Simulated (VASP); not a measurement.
A run of VASP 6.6.1 is set up as follows.

Contents of INCAR:

```
SYSTEM = MgB
  ALGO = Normal
  EDIFF = 1E-8
  ENCUT = 600
  GGA = PE
  IBRION = 6
  ISIF = 3
  ISMEAR = -1
  LASPH = .TRUE.
  LCHARG = .FALSE.
  LREAL = .FALSE.
  LWAVE = .FALSE.
  NBANDS = 10
  NELM = 80
  NFREE = 2
  NSW = 1
  POTIM = 0.015
  PREC = Accurate
  SIGMA = 0.05
```

The input KPOINTS:

```
k-points
0
G
  7 7 7
  0 0 0
```

File POSCAR:

```
MgB
1.0
    2.8951500000      0.0000000000      0.0000000000
    0.0000000000      2.8951500000      0.0000000000
    0.0000000000      0.0000000000      2.8951500000
Mg B
1 1
Direct
    0.0000000000      0.0000000000      0.0000000000
    0.5000000000      0.5000000000      0.5000000000
```

Potentials or basis: VASP PAW PBE potentials, release 64 (Mg, B).

Run with:

```console
$ cat potpaw_PBE.64/Mg/POTCAR potpaw_PBE.64/B/POTCAR > POTCAR
$ mpirun -np 1 vasp_std > vasp.out
```

(1) Estimate the elastic constants C11, C12, C44.

(2) What does it give for the Voigt bulk modulus?

(3) Predict the highest phonon frequency at Γ, LO-TO splitting left out.

Results:

(1) 226, 20, 61 GPa.

(2) 88 GPa.

(3) 389 cm⁻¹.
